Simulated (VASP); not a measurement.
Crystal: NaTbC.

```
Na Tb C
1.0
     4.94050    0.00000    0.00000
     0.00000    4.94050    0.00000
     0.00000    0.00000    4.22549
Na Tb C
1 1 1
Direct
  0.00000 0.00000 0.00000
  0.50000 0.50000 0.00000
  0.50000 0.50000 0.50000
```

The cell was generated, and may not be a known phase.

```yaml
Program: VASP 6.6.1
Task: relaxation of cell and atoms
Functional: PBE
Potentials_or_basis: VASP PAW PBE potentials, release 64 (Na_pv, Tb_3, C), 4f in core
Cutoff: 600 eV
k_mesh: 10 × 10 × 12
Occupations: gaussian, width 0.1 eV
Spin: no spin polarisation
```

At the start: pressure 1.3 GPa; volume 34.38 Å³/atom.

Where does the relaxation end?

Over 8 steps the energy falls by 8.6 meV/atom and the volume is 35.81 Å³/atom (+4.2 %); space group P4/mmm (No. 123, to 0.1 Å) before and after.

The path:
```
step  energy change (eV)  largest force (eV/Å)  pressure (GPa)  volume (Å³)
   1              0.0000                0.0000            1.27       103.14
   2             -0.0147                0.0000           -0.70       107.24
   3             -0.0246                0.0000            0.11       105.72
   4             -0.0246                0.0000            0.15       105.67
   5             -0.0251                0.0000            0.11       106.10
   6             -0.0257                0.0000            0.03       107.20
   7             -0.0257                0.0000            0.02       107.39
   8             -0.0257                0.0000            0.00       107.44
```

Final structure:
```
Na Tb C
1.0
     4.99047    0.00000    0.00000
     0.00000    4.99047    0.00000
     0.00000    0.00000    4.31392
Na Tb C
1 1 1
Direct
  0.00000 0.00000 0.00000
  0.50000 0.50000 0.00000
  0.50000 0.50000 0.50000
```
